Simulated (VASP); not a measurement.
# PbS in VASP: dielectric tensor with PBEsol

Aim: the dielectric tensor of PbS with PBEsol.

All numbers are computed with VASP 6.6.1; they aren't measurements. Logs are shortened: lines on timing, memory, paths and dates and some standing lists are left out, and cuts for length are marked.

## (1) The cell of the first run

The cell holds a slab with vacuum, 4 atoms: a = 11.298 Å, b = 4.250 Å, c = 4.250 Å, α = 89.97°, β = 90.00°, γ = 90.00°.

## (2) Dielectric tensor, PBEsol

INCAR reads:

```
SYSTEM = PbS
PREC = Accurate
ENCUT = 520
EDIFF = 1E-8
ISMEAR = 0
SIGMA = 0.01
LREAL = .False.
LASPH = .True.
NELM = 60
ALGO = Normal
ISIF = 2
LWAVE = .False.
LCHARG = .False.
GGA = PS
LEPSILON = .True.
```

KPOINTS reads:

```
Automatic mesh
0
Gamma
  2 4 4
  0 0 0
```

POSCAR reads:

```
PbS
1.0
   11.2982770800      0.0000000000      0.0000000000
    0.0000000000      3.0043750300      3.0061807900
    0.0000000000     -3.0043750300      3.0061807900
Pb S
2 2
Direct
    0.6245814000      0.2566380300      0.7566380300
    0.3754186000      0.7566380300      0.2566380300
    0.6136752500      0.7643619700      0.2643619700
    0.3863247500      0.2643619700      0.7643619700
```

Potentials or basis: VASP PAW PBE potentials, release 64 (Pb_d, S).

Started as:

```bash
$ cat potpaw_PBE.64/Pb_d/POTCAR potpaw_PBE.64/S/POTCAR > POTCAR
$ mpirun -np 1 vasp_std > vasp.out
```

OUTCAR:

```text
SYSTEM = PbS
   PREC = Accurate
   ENCUT = 520
   EDIFF = 1E-8
   ISMEAR = 0
   LREAL = .False.
   LASPH = .True.
   NELM = 60
   ISIF = 2
   GGA = PS
   LEPSILON = .True.

 ion  position               nearest neighbor table
   1  0.625  0.257  0.757-   4 2.69   3 2.96   3 3.01   3 3.01   3 3.06   2 4.12   2 4.12   2 4.12
                             2 4.12
   2  0.375  0.757  0.257-   3 2.69   4 2.96   4 3.01   4 3.01   4 3.06   1 4.12   1 4.12   1 4.12
                             1 4.12
   3  0.614  0.764  0.264-   2 2.69   1 2.96   1 3.01   1 3.01   1 3.06
   4  0.386  0.264  0.764-   1 2.69   2 2.96   2 3.01   2 3.01   2 3.06

  LATTYP: Found a base centered orthorhombic cell.
 ALAT       =     6.0087500600
 B/A-ratio  =     1.0006010435
 C/A-ratio  =     1.8803040511

  Lattice vectors:

 A1 = (   0.0000000000,   3.0043750300,  -3.0061807900)
 A2 = (   0.0000000000,   3.0043750300,   3.0061807900)
 A3 = (  11.2982770800,   0.0000000000,   0.0000000000)

Analysis of symmetry for initial positions (statically):
=====================================================================
 Subroutine PRICEL returns:
 Original cell was already a primitive cell.

 Routine SETGRP: Setting up the symmetry group for a
 base centered orthorhombic supercell.

 Subroutine GETGRP returns: Found  4 space group operations
 (whereof  2 operations were pure point group operations)
 out of a pool of  8 trial point group operations.

The static configuration has the point symmetry C_2 .
 The point group associated with its full space group is C_2v.

Analysis of symmetry for dynamics (positions and initial velocities):
=====================================================================
 Subroutine PRICEL returns:
 Original cell was already a primitive cell.

 Routine SETGRP: Setting up the symmetry group for a
 base centered orthorhombic supercell.

 Subroutine GETGRP returns: Found  4 space group operations
 (whereof  2 operations were pure point group operations)
 out of a pool of  8 trial point group operations.

The dynamic configuration has the point symmetry C_2 .
 The point group associated with its full space group is C_2v.

 Subroutine INISYM returns: Found  4 space group operations
 (whereof  2 operations are pure point group operations),
[... 537 lines left out ...]
      6.93347      1.50219      3.09253        -0.225884      0.000000      0.006412
      4.36480     -1.50219      3.09253         0.225884      0.000000      0.006412
 -----------------------------------------------------------------------------------
    total drift:                                0.000000     -0.000002     -0.000531

  FREE ENERGIE OF THE ION-ELECTRON SYSTEM (eV)
  ---------------------------------------------------
  free  energy   TOTEN  =       -18.5015618441 eV

  energy  without entropy=      -18.5015618441  energy(sigma->0) =      -18.50156184

 HEAD OF MICROSCOPIC STATIC DIELECTRIC TENSOR (INDEPENDENT PARTICLE, excluding Hartree and local field effects)
 ------------------------------------------------------
           4.608453     0.000000     0.000000
           0.000000     8.152728     0.000000
           0.000000     0.000000     8.110709
 ------------------------------------------------------

 Free energy of the ion-electron system (eV)
  ---------------------------------------------------
  ---------------------------------------------------
  free energy    TOTEN  =        -0.55184981 eV

  energy without entropy =       -0.55184981

------------------------ aborting loop because EDIFF is reached ----------------------------------------

--------------------------------------- Ionic step        2  -------------------------------------------

------------------------ aborting loop because EDIFF is reached ----------------------------------------

--------------------------------------- Ionic step        3  -------------------------------------------

 Free energy of the ion-electron system (eV)
  ---------------------------------------------------
  ---------------------------------------------------
  free energy    TOTEN  =        -4.07305096 eV

  energy without entropy =       -4.07305096

------------------------ aborting loop because EDIFF is reached ----------------------------------------

 PIEZOELECTRIC TENSOR FIELD DIRECTION 3  (e Angst)
 -----------------------------------------------------------------------------
    -0.39624  0.00000  0.00000           (  0.00198  0.00000  0.00000)
     0.00000 -0.44132  0.00000           (  0.00000  0.00469  0.00000)
     0.00000  0.00000  1.06590           (  0.00000  0.00000  0.03287)

 PIEZOELECTRIC TENSOR FIELD DIRECTION 3  (C/m^2)
 -----------------------------------------------------------------------------
    -0.03111  0.00000  0.00000
     0.00000 -0.03465  0.00000
     0.00000  0.00000  0.08368

 MACROSCOPIC STATIC DIELECTRIC TENSOR (including local field effects in DFT)
 ------------------------------------------------------
           1.890374     0.000000     0.000000
           0.000000     7.821378     0.000000
           0.000000     0.000000     7.775245
 ------------------------------------------------------

 PIEZOELECTRIC TENSOR (including local field effects)  for field in x, y, z        (e  Angst)
          XX          YY          ZZ          XY          YZ          ZX
  --------------------------------------------------------------------------------
  x     0.00000     0.00000     0.00000     0.00000     0.00000    -0.29738
  y     0.00000     0.00000     0.00000     0.00000    -0.55422     0.00000
  z    -0.39624    -0.44132     1.06590     0.00000     0.00000     0.00000

 PIEZOELECTRIC TENSOR (including local field effects)  for field in x, y, z        (C/m^2)
          XX          YY          ZZ          XY          YZ          ZX
  --------------------------------------------------------------------------------
  x     0.00000     0.00000     0.00000     0.00000     0.00000    -0.02335
  y     0.00000     0.00000     0.00000     0.00000    -0.04351     0.00000
  z    -0.03111    -0.03465     0.08368     0.00000     0.00000     0.00000

 BORN EFFECTIVE CHARGES (including local field effects) (in |e|, cummulative output)
 ---------------------------------------------------------------------------------
 ion    1
    1     0.50744     0.00000     0.00017
    2     0.00000     4.29776     0.00000
    3    -0.07744     0.00000     4.27823
 ion    2
    1     0.50744     0.00000    -0.00017
    2     0.00000     4.29776     0.00000
    3     0.07744     0.00000     4.27823
 ion    3
    1    -0.50744     0.00000    -0.00967
    2     0.00000    -4.29776     0.00000
    3    -0.07644     0.00000    -4.27823
 ion    4
    1    -0.50744     0.00000     0.00967
    2     0.00000    -4.29776     0.00000
    3     0.07644     0.00000    -4.27823
```

OSZICAR:

```text
N       E                     dE             d eps       ncg     rms          rms(c)
[... 13 lines left out ...]
RMM:  11    -0.407305175091E+01   -0.30067E-04   -0.11034E-05  1198   0.401E-03    0.257E-04
RMM:  12    -0.407306079156E+01   -0.90407E-05    0.70860E-06  1190   0.171E-03    0.225E-04
RMM:  13    -0.407305454585E+01    0.62457E-05    0.25378E-06  1152   0.983E-04    0.167E-04
RMM:  14    -0.407304919296E+01    0.53529E-05    0.41233E-06  1165   0.437E-04    0.122E-04
RMM:  15    -0.407305178527E+01   -0.25923E-05    0.89803E-07   988   0.322E-04    0.354E-05
RMM:  16    -0.407305210674E+01   -0.32147E-06   -0.76743E-07   970   0.173E-04    0.277E-05
RMM:  17    -0.407305135864E+01    0.74810E-06    0.38380E-07   624   0.793E-05    0.196E-05
RMM:  18    -0.407305096073E+01    0.39791E-06    0.39563E-07   443   0.600E-05    0.333E-06
```

stdout:

```text
POSCAR found type information on POSCAR PbS
 POSCAR found :  2 types and       4 ions
 scaLAPACK will be used
 -----------------------------------------------------------------------------
|                                                                             |
|                                                                             |
|     You enforced a specific xc type in the INCAR file but a different       |
[... 28 lines left out ...]
  Direction:   1
 dielectric tensor                  component  1 :     1.890    -0.000    -0.000
 Linear response to external field, progress :
  Direction:   2
 dielectric tensor                  component  2 :     0.000     7.821     0.000
 Linear response to external field, progress :
  Direction:   3
 dielectric tensor                  component  3 :    -0.000    -1.137     7.775
 Born effective charges drift removed
```

Wall time 13 min (1 thread of Intel Xeon 6975P-C, shared host); peak memory 0.47 GiB.

What came out:

- Band gap on the k mesh: 2.02 eV, direct
- Electronic dielectric tensor (diagonal): 1.89, 7.82, 7.78
- Born charges (mean of the diagonal): Pb +3.03; S -3.03 e

Levels at points of the mesh, in eV from the valence-band top:
```tsv
k point	band 16	band 17	band 18	band 19	band 20	band 21	band 22	band 23	band 24
(0.00, 0.00, 0.00)	-2.30	-2.30	-1.22	-1.22	-0.12	2.34	4.01	4.96	5.39
(0.50, 0.00, 0.00)	-2.30	-2.30	-1.22	-1.22	-0.13	2.18	4.83	4.96	5.30
(0.00, 0.50, 0.00)	-1.61	-0.87	-0.87	0.00	0.00	2.02	2.02	3.09	3.09
(0.50, 0.50, 0.00)	-1.61	-0.87	-0.87	0.00	0.00	2.02	2.02	3.09	3.09
(0.00, 0.50, 0.50)	-3.93	-2.56	-2.56	-1.24	-1.24	4.26	4.27	5.31	5.31
(0.50, 0.50, 0.50)	-3.93	-2.56	-2.56	-1.24	-1.24	4.24	4.25	5.28	5.28
```

Electronic dielectric tensor:
```
1.89 0.00 0.00
0.00 7.82 0.00
0.00 0.00 7.78
```

Born effective charge tensors (e):
atom 1, Pb
```
 0.51  0.00  0.00
 0.00  4.30  0.00
-0.08  0.00  4.28
```
atom 2, Pb
```
0.51 0.00 0.00
0.00 4.30 0.00
0.08 0.00 4.28
```
atom 3, S
```
-0.51  0.00 -0.01
 0.00 -4.30  0.00
-0.08  0.00 -4.28
```
atom 4, S
```
-0.51  0.00  0.01
 0.00 -4.30  0.00
 0.08  0.00 -4.28
```

Caveat: spin-orbit coupling is left out, which moves the levels of the heavy elements.
